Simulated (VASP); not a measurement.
The system is Ge2Sb.

```
Ge Sb
1.0
     0.00000    3.39052    3.39052
     3.39052    0.00000    3.39052
     3.39052    3.39052    0.00000
Ge Sb
2 1
Direct
  0.75000 0.75000 0.75000
  0.50000 0.50000 0.50000
  0.00000 0.00000 0.00000
```

| Property | Result |
| --- | --- |
| Program | VASP 6.6.1 |
| Task | relaxation of cell and atoms |
| Functional | PBE |
| Potentials or basis | VASP PAW PBE potentials, release 64 (Ge_d, Sb) |
| Cutoff | 600 eV |
| k mesh | 12 × 12 × 12 |
| Occupations | gaussian, width 0.1 eV |
| Spin | no spin polarisation |

At the start: pressure -1.1 GPa; volume 25.98 Å³/atom.

Question: Where does the relaxation end?

Answer: Over 3 steps the energy falls by 2.2 meV/atom and the volume is 25.38 Å³/atom (-2.3 %); space group F-43m (No. 216, to 0.05 Å).

Step by step:
| step | energy change (eV) | largest force (eV/Å) | pressure (GPa) | volume (Å³) |
| --- | --- | --- | --- | --- |
| 1 | 0.0000 | 0.0000 | -1.13 | 77.95 |
| 2 | -0.0064 | 0.0000 | 0.17 | 75.90 |
| 3 | -0.0066 | 0.0000 | 0.06 | 76.14 |

Final structure:
```yaml
crystal:
  lattice:
    - [0.00000, 3.36409, 3.36409]
    - [3.36409, 0.00000, 3.36409]
    - [3.36409, 3.36409, 0.00000]
  atoms:
    - { symbol: Ge, position: [0.75000, 0.75000, 0.75000] }
    - { symbol: Ge, position: [0.50000, 0.50000, 0.50000] }
    - { symbol: Sb, position: [0.00000, 0.00000, 0.00000] }
```
